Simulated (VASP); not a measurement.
W3N4:

```
W N
1.0
     4.59224    0.00000    0.00000
     0.00000    4.59224    0.00000
     0.00000    0.00000    4.59224
W N
3 4
Cartesian
  0.0000 0.0000 2.2961
  0.0000 2.2961 0.0000
  2.2961 0.0000 0.0000
  1.1481 1.1481 1.1481
  1.1481 3.4442 3.4442
  3.4442 1.1481 3.4442
  3.4442 3.4442 1.1481
```

```yaml
Program: VASP 6.6.1
Task: relaxation of cell and atoms
Functional: PBE
Potentials_or_basis: VASP PAW PBE potentials, release 64 (W_sv, N)
Cutoff: 600 eV
k_mesh: 4 × 4 × 4
Occupations: gaussian, width 0.1 eV
Spin: no spin polarisation
```

At the start: pressure -6.1 GPa; volume 13.83 Å³/atom.

Where does the relaxation end?

Over 6 steps the energy falls by 6.9 meV/atom and the volume is 13.46 Å³/atom (-2.7 %); space group P-43m (No. 215, to 0.05 Å).

The path:
```csv
step,energy change (eV),largest force (eV/Å),pressure (GPa),volume (Å³)
1,0.0000,0.3265,-6.09,96.84
2,0.2105,1.0012,16.16,89.66
3,-0.0469,0.0434,-0.19,94.63
4,-0.0470,0.0510,-0.07,94.58
5,-0.0474,0.0454,-0.06,94.50
6,-0.0484,0.0272,-0.05,94.25
```

Final structure:
```
CELL_PARAMETERS angstrom
4.55093 0.00000 0.00000
0.00000 4.55093 0.00000
0.00000 0.00000 4.55093
ATOMIC_POSITIONS crystal
W 0.00000 0.00000 0.50000
W 0.00000 0.50000 0.00000
W 0.50000 0.00000 0.00000
N 0.25048 0.25048 0.25048
N 0.25048 0.74952 0.74952
N 0.74952 0.25048 0.74952
N 0.74952 0.74952 0.25048
```
